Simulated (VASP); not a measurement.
# Si (Fm-3m) in VASP: single point with PBE

Aim: the single point of Si with PBE.

Everything below comes from runs of VASP 6.6.1. Logs are shortened: lines on timing, memory, paths and dates and some standing lists are left out, and cuts for length are marked.

**1. The cell of the first run**

It takes space group Fm-3m (No. 225, cubic). The conventional cell has a = 6.571 Å, b = 6.571 Å, c = 6.571 Å, α = 90.00°, β = 90.00°, γ = 90.00°.

**2. Single point, PBE**

Contents of INCAR:

```
SYSTEM = Si
PREC     = Accurate       ! precision mode
ENCUT    = 500            ! plane-wave cutoff, eV
EDIFF    = 1E-6           ! SCF threshold, eV
ISMEAR   = 0              ! smearing method
SIGMA    = 0.1            ! smearing width, eV
LREAL    = .False.        ! projectors in reciprocal space
LASPH    = .True.         ! aspherical terms in the spheres
NELM     = 120            ! most SCF steps
ALGO     = Normal         ! electronic algorithm
ISIF     = 2              ! what is computed and relaxed
LWAVE    = .False.        ! write WAVECAR
LCHARG   = .True.         ! write CHGCAR
GGA      = PE             ! functional
LELF     = .True.         ! ELF
LVHAR    = .True.       
NBANDS   = 8              ! bands
GGA_COMPAT= .False.
```

Contents of KPOINTS:

```
Automatic mesh
0
Gamma
  6 6 6
  0 0 0
```

Contents of POSCAR:

```
Si
1.0
    0.0000000000      3.2857340000      3.2857340000
    3.2857340000      0.0000000000      3.2857340000
    3.2857340000      3.2857340000      0.0000000000
Si
1
Direct
    0.0000000000      0.0000000000      0.0000000000
```

Potentials or basis: VASP PAW PBE potentials, release 64 (Si).

Launch:

```sh
$ cat potpaw_PBE.64/Si/POTCAR > POTCAR
$ mpirun -np 1 vasp_std > vasp.out
```

OUTCAR:

```text
SYSTEM = Si
   PREC = Accurate
   ENCUT = 500
   EDIFF = 1E-6
   ISMEAR = 0
   LREAL = .False.
   LASPH = .True.
   NELM = 120
   ISIF = 2
   GGA = PE

 ion  position               nearest neighbor table
   1  0.000  0.000  0.000-

  LATTYP: Found a face centered cubic cell.
 ALAT       =     6.5714680000

  Lattice vectors:

 A1 = (   0.0000000000,   3.2857340000,   3.2857340000)
 A2 = (   3.2857340000,   0.0000000000,   3.2857340000)
 A3 = (   3.2857340000,   3.2857340000,   0.0000000000)

Analysis of symmetry for initial positions (statically):
=====================================================================
 Subroutine PRICEL returns:
 Original cell was already a primitive cell.

 Routine SETGRP: Setting up the symmetry group for a
 face centered cubic supercell.

 Subroutine GETGRP returns: Found 48 space group operations
 (whereof 48 operations were pure point group operations)
 out of a pool of 48 trial point group operations.

The static configuration has the point symmetry O_h .

Analysis of symmetry for dynamics (positions and initial velocities):
=====================================================================
 Subroutine PRICEL returns:
 Original cell was already a primitive cell.

 Routine SETGRP: Setting up the symmetry group for a
 face centered cubic supercell.

 Subroutine GETGRP returns: Found 48 space group operations
 (whereof 48 operations were pure point group operations)
 out of a pool of 48 trial point group operations.

The dynamic configuration has the point symmetry O_h .

 Subroutine INISYM returns: Found 48 space group operations
 (whereof 48 operations are pure point group operations),
 and found     1 'primitive' translations

----------------------------------------------------------------------------------------

                                     Primitive cell

  volume of cell :      70.9459

  direct lattice vectors                    reciprocal lattice vectors
     0.000000000  3.285734000  3.285734000    -0.152173000  0.152173000  0.152173000
     3.285734000  0.000000000  3.285734000     0.152173000 -0.152173000  0.152173000
     3.285734000  3.285734000  0.000000000     0.152173000  0.152173000 -0.152173000

  length of vectors
     4.646729585  4.646729585  4.646729585     0.263571368  0.263571368  0.263571368

  position of ions in fractional coordinates (direct lattice)
     0.000000000  0.000000000  0.000000000

  ion indices of the primitive-cell ions
   primitive index   ion index
                 1           1

----------------------------------------------------------------------------------------

 KPOINTS: Automatic mesh

Automatic generation of k-mesh.
 Grid dimensions read from file:
 generate k-points for:    6    6    6

 Generating k-lattice:

  Cartesian coordinates                     Fractional coordinates (reciprocal lattice)
    -0.025362167  0.025362167  0.025362167     0.166666667  0.000000000  0.000000000
     0.025362167 -0.025362167  0.025362167     0.000000000  0.166666667  0.000000000
     0.025362167  0.025362167 -0.025362167     0.000000000  0.000000000  0.166666667

  Length of vectors
     0.043928561  0.043928561  0.043928561

  Shift w.r.t. Gamma in fractional coordinates (k-lattice)
     0.000000000  0.000000000  0.000000000

 Subroutine IBZKPT returns following result:
 ===========================================

 Found     16 irreducible k-points:

 Following reciprocal coordinates:
            Coordinates               Weight
  0.000000  0.000000  0.000000      1.000000
  0.166667  0.000000  0.000000      8.000000
  0.333333  0.000000  0.000000      8.000000
  0.500000  0.000000  0.000000      4.000000
  0.166667  0.166667  0.000000      6.000000
  0.333333  0.166667  0.000000     24.000000
[... 8 lines left out ...]
 -0.333333  0.333333  0.166667     24.000000
 -0.333333  0.500000  0.166667     12.000000
   k-points           NKPTS =     16   k-points in BZ     NKDIM =     16   number of bands    NBANDS=      8
   number of dos      NEDOS =    301   number of ions     NIONS =      1
   total plane-waves  NPLWV =  46656
   dimension x,y,z NGX =    36 NGY =   36 NGZ =   36
   dimension x,y,z NGXF=    72 NGYF=   72 NGZF=   72
   ions per type =               1
   NGX,Y,Z   is equivalent  to a cutoff of  12.88, 12.88, 12.88 a.u.
   NGXF,Y,Z  is equivalent  to a cutoff of  25.76, 25.76, 25.76 a.u.
 SYSTEM =  Si
   PREC   = accura    normal or accurate (medium, high low for compatibility)
   ISTART =      0    job   : 0-new  1-cont  2-samecut
   ICHARG =      2    charge: 1-file 2-atom 10-const
   ISPIN  =      1    spin polarized calculation?
   LNONCOLLINEAR =      F non collinear calculations
   LSORBIT =      F    spin-orbit coupling
   LASPH  =      T    aspherical Exc in radial PAW
   ENCUT  =  500.0 eV  36.75 Ry    6.06 a.u.   8.47  8.47  8.47*2*pi/ulx,y,z
   NELM   =    120;   NELMIN=  2; NELMDL= -5     # of ELM steps
   EDIFF  = 0.1E-05   stopping-criterion for ELM
   LREAL  =      F    real-space projection
   EDIFFG = 0.1E-04   stopping-criterion for IOM
   NSW    =      0    number of steps for IOM
   IBRION =     -1    ionic relax: 0-MD 1-quasi-New 2-CG
   NFREE  =      0    steps in history (QN), initial steepest desc. (CG)
   ISIF   =      2    stress and relaxation
   ISYM   =      2    0-nonsym 1-usesym 2-fastsym
   POTIM  = 0.5000    time-step for ionic-motion
   TEBEG  =    0.0;   TEEND  =   0.0 temperature during run
   PSTRESS=    0.0 pullay stress
   NELECT =       4.0000    total number of electrons
   NUPDOWN=      -1.0000    fix difference up-down
   EMIN   =  10.00;   EMAX   =-10.00  energy-range for DOS
   EFERMI =   0.00;   METHOD = LEGACY
   ISMEAR =     0;   SIGMA  =   0.10  broadening in eV -4-tet -1-fermi 0-gaus
   EFERMI_NEDOS =   21; number of points for ismear=-14 and -15
   IALGO  =     38    algorithm
   IMIX   =      4    mixing-type and parameters
     AMIX     =   0.40;   BMIX     =  1.00
     AMIX_MAG =   1.60;   BMIX_MAG =  1.00
  volume/ion in A,a.u.               =      70.95       478.77
  Fermi-wavevector in a.u.,A,eV,Ry     =   0.627749  1.186273  5.361625  0.394068
  Thomas-Fermi vector in A             =   1.689456
   LORBIT       =      0    0 simple, 1 ext, 2 COOP (PROOUT), +10 PAW based schemes
   GGA     = PE    functional components
   LHFCALC =     F    Hartree Fock is set to
   AEXX    =    0.0000 exact exchange contribution
   IVDW    =     0    specifies the selected vdW correction
   LEPSILON=     F    determine dielectric tensor
   LRPA    =     F    only Hartree local field effects (RPA)
 non-spin polarized calculation
 Gauss-broadening in eV      SIGMA  =   0.10
  energy-cutoff  :      500.00
  volume of cell :       70.95
 maximum number of plane-waves:      1820
 NGX is ok and might be reduce to    36
   NGX = 17   NGY = 17   NGZ = 17

 number of electron       4.0000001 magnetization

 Free energy of the ion-electron system (eV)
  ---------------------------------------------------
  ext. energy  EPLUGINS =         0.00000000
  ---------------------------------------------------
  free energy    TOTEN  =        -1.55842856 eV

  energy without entropy =       -1.54826965  energy(sigma->0) =       -1.55334911

 E-fermi :  -1.2904     XC(G=0):  -5.6907

 val. band max:       -1.5189855525   @ k =   0.3333   0.1667   0.0000
 cond. band min:      -1.2827538822   @ k =  -0.1667   0.1667   0.0000
 fundamental gap:      0.2362316702
 Fermi energy:        -1.2904236267

 k-point     1 :       0.0000    0.0000    0.0000
  band No.  band energies     occupation
      1      -8.3656      2.00000
      2       0.0611      0.00000
      3       0.0611      0.00000
      4       0.0611      0.00000
      5       3.0239      0.00000
      6       6.2626      0.00000
      7       6.2626      0.00000
      8       6.2626      0.00000

 k-point     2 :       0.1667    0.0000    0.0000
  band No.  band energies     occupation
      1      -8.2494      2.00000
      2      -0.7245      0.00000
      3      -0.0109      0.00000
      4      -0.0109      0.00000
      5       3.7263      0.00000
      6       5.7962      0.00000
      7       6.4694      0.00000
      8       6.4694      0.00000

 k-point     3 :       0.3333    0.0000    0.0000
  band No.  band energies     occupation
      1      -7.9878      2.00000
      2      -1.8425      2.00000
      3      -0.1413      0.00000
      4      -0.1413      0.00000
      5       3.9723      0.00000
      6       6.2068      0.00000
      7       6.2068      0.00000
      8       6.3906      0.00000

 k-point     4 :       0.5000    0.0000    0.0000
  band No.  band energies     occupation
      1      -7.8375      2.00000
      2      -2.3198      2.00000
      3      -0.2009      0.00000
      4      -0.2009      0.00000
      5       3.8378      0.00000
      6       5.9695      0.00000
      7       5.9695      0.00000
      8       6.9394      0.00000

 k-point     5 :       0.1667    0.1667    0.0000
  band No.  band energies     occupation
      1      -8.2109      2.00000
      2      -0.6968      0.00000
      3      -0.1741      0.00000
      4      -0.1741      0.00000
      5       3.9919      0.00000
      6       5.2909      0.00000
      7       6.7159      0.00000
      8       6.8322      0.00000
[... 89 lines left out ...]
 k-point    14 :       0.5000    0.3333    0.1667
  band No.  band energies     occupation
      1      -7.8078      2.00000
      2      -1.7739      2.00000
      3      -0.9799      0.00001
      4      -0.4838      0.00000
      5       4.6052      0.00000
      6       5.1149      0.00000
      7       5.7208      0.00000
      8       7.6171      0.00000

 k-point    15 :      -0.3333    0.3333    0.1667
  band No.  band energies     occupation
      1      -7.7051      2.00000
      2      -1.8529      2.00000
      3      -1.2648      0.71751
      4      -0.6390      0.00000
      5       4.5945      0.00000
      6       5.2514      0.00000
      7       6.2079      0.00000
      8       7.1348      0.00000

 k-point    16 :      -0.3333    0.5000    0.1667
  band No.  band energies     occupation
      1      -7.6596      2.00000
      2      -1.8300      2.00000
      3      -1.1895      0.15354
      4      -0.9111      0.00000
      5       4.0399      0.00000
      6       4.8887      0.00000
      7       6.8869      0.00000
      8       7.4649      0.00000

------------------------ aborting loop because EDIFF is reached ----------------------------------------

  FORCE on cell =-STRESS in cart. coord.  units (eV):
  Direction    XX          YY          ZZ          XY          YZ          ZX
  --------------------------------------------------------------------------------------
  -------------------------------------------------------------------------------------
  Total       -2.0641772     -2.0641772     -2.0641772      0.0000000      0.0000000      0.0000000
  in kB      -46.6155006    -46.6155006    -46.6155006      0.0000000      0.0000000      0.0000000
  external PRESSURE =     -46.6155006 kB  Pullay stress =       0.0000000 kB

 VOLUME and BASIS-vectors are now :
 -----------------------------------------------------------------------------
  energy-cutoff  :      500.00
  volume of cell :       70.95
      direct lattice vectors                 reciprocal lattice vectors
     0.000000000  3.285734000  3.285734000    -0.152173000  0.152173000  0.152173000
     3.285734000  0.000000000  3.285734000     0.152173000 -0.152173000  0.152173000
     3.285734000  3.285734000  0.000000000     0.152173000  0.152173000 -0.152173000

 POSITION                                       TOTAL-FORCE (eV/Angst)
 -----------------------------------------------------------------------------------
      0.00000      0.00000      0.00000         0.000000      0.000000      0.000000
 -----------------------------------------------------------------------------------
    total drift:                               -0.000000      0.000000      0.000000

  FREE ENERGIE OF THE ION-ELECTRON SYSTEM (eV)
  ---------------------------------------------------
  free  energy   TOTEN  =        -1.5584285612 eV

  energy  without entropy=       -1.5482696547  energy(sigma->0) =       -1.55334911
```

Run time: 16 s. Hardware: 1 thread of Intel Xeon 8259CL, shared host; peak memory 0.18 GiB.

Results:

```
Free energy            : -1.5584 eV
Pressure               : -4.7 GPa
Band gap on the k mesh : zero (band 2 reaches 0.06 eV, above the bottom of band 3 at -1.59 eV)
```
